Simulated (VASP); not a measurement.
Input of a VASP 6.6.1 run:

The input INCAR:

```
SYSTEM = AlN
ALGO     = Normal         ! electronic algorithm
EDIFF    = 1E-7           ! SCF threshold, eV
ENCUT    = 520            ! plane-wave cutoff, eV
GGA      = PS             ! functional
ISIF     = 2              ! what is computed and relaxed
ISMEAR   = 0              ! smearing method
LASPH    = .True.         ! aspherical terms in the spheres
LCHARG   = .True.         ! write CHGCAR
LELF     = .True.         ! ELF
LREAL    = .False.        ! projectors in reciprocal space
LVHAR    = .True.       
LWAVE    = .False.        ! write WAVECAR
NBANDS   = 16             ! bands
NELM     = 60             ! most SCF steps
PREC     = Accurate       ! precision mode
SIGMA    = 0.05           ! smearing width, eV
```

The input KPOINTS:

```
k-points
0
Gamma
  9 9 6
  0 0 0
```

The input POSCAR:

```
AlN
1.0
    3.4102388344      0.0000000000      0.0000000000
   -1.7051194172      2.9533534635      0.0000000000
    0.0000000000      0.0000000000      4.3456673467
Al N
2 2
Direct
    0.3333333333      0.6666666667      0.7500000000
    0.6666666667      0.3333333333      0.2500000000
    0.3333333333      0.6666666667      0.2500000000
    0.6666666667      0.3333333333      0.7500000000
```

Potentials or basis: VASP PAW PBE potentials, release 64 (Al, N).

Run with:

```console
$ cat potpaw_PBE.64/Al/POTCAR potpaw_PBE.64/N/POTCAR > POTCAR
$ mpirun -np 1 vasp_std > vasp.out
```

Task: Estimate the band gap on the k mesh.

Result: 2.45 eV, direct.

Task: Predict the pressure.

Result: -19.2 GPa.

Stress tensor (GPa, compression positive):
```
-19.90   0.00   0.00
  0.00 -19.90   0.00
  0.00   0.00 -17.94
```

Caveat: the PAW data sets were made with another functional, which shifts forces and pressure a little.
